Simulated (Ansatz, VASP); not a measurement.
## One calculation of GaP, two programs

The input INCAR:

```
  PREC = Accurate
  ENCUT = 520
  EDIFF = 1E-6
  ISMEAR = -1
  SIGMA = 0.02
  LREAL = False
  LASPH = True
  NELM = 80
  ALGO = Normal
  ISIF = 2
  LWAVE = False
  LCHARG = False
  GGA = PE
  NBANDS = 16
```

KPOINTS

```
Automatic mesh
0
Gamma
  8 8 8
```

POSCAR

```
GaP
1.0
    0.0000000000      2.6436373088      2.7943627968
    2.6436373088      0.0000000000      2.7943627968
    2.6436373088      2.6436373088      0.0000000000
Ga P
1 1
Direct
    0.0000000000      0.0000000000      0.0000000000
    0.2500000000      0.2500000000      0.2500000000
```

Input for Ansatz:

```yaml
crystal:
  lattice:
    - [0.0, 2.6436373088, 2.7943627968]
    - [2.6436373088, 0.0, 2.7943627968]
    - [2.6436373088, 2.6436373088, 0.0]
  atoms:
    - { symbol: Ga, position: [0.0, 0.0, 0.0] }
    - { symbol: P, position: [0.25, 0.25, 0.25] }
kpoints:
  mp_grid: { grid: [8, 8, 8] }
  band_path:
    path:
      - [0.0, 0.0, 0.0]
      - [-0.5, -0.5, 0.0]
      - [-0.375, -0.375, 0.25]
      - [-0.375, 0.0, 0.375]
      - [0.0, 0.0, 0.5]
      - [-0.5, -0.25, 0.25]
      - [0.0, 0.424479, 0.424479]
    npoints: 1
hamiltonian:
  xc: pbe
scf:
  occupations: { method: fermi_dirac, width: 0.02 }
  n_extra_bands: 4
output:
  forces: true
  stress: true
  eigenvalues: true
  write_density: true
  write_potential: true
  elf: true
  volumetric_format: npy
```

Change from the starting cell: epitaxial_xy strain -3.0%.

Alike in both runs: task single point; functional PBE; k mesh 8 × 8 × 8; occupations fermi-dirac, width 0.02 eV; no spin polarisation.

|  | VASP | Ansatz |
| --- | --- | --- |
| version | VASP 6.6.1 | Ansatz 0.2.0 |
| potentials or method | VASP PAW PBE potentials, release 64 (Ga_d, P) | plane waves, PAW |
| plane-wave cutoff (eV) | 520 | 420 |
| valence electrons in the cell | 18 | 18 |

|  | VASP | Ansatz | Ansatz less VASP |
| --- | --- | --- | --- |
| gap on the k mesh at the Fermi level (eV) | 1.31 | 1.31 | 0.000 |
| pressure (GPa) | 5.7 | 5.8 | +0.11 |
| traceless stress, the component that is largest in VASP (GPa) | -3.02 | -3.01 | +0.009 |
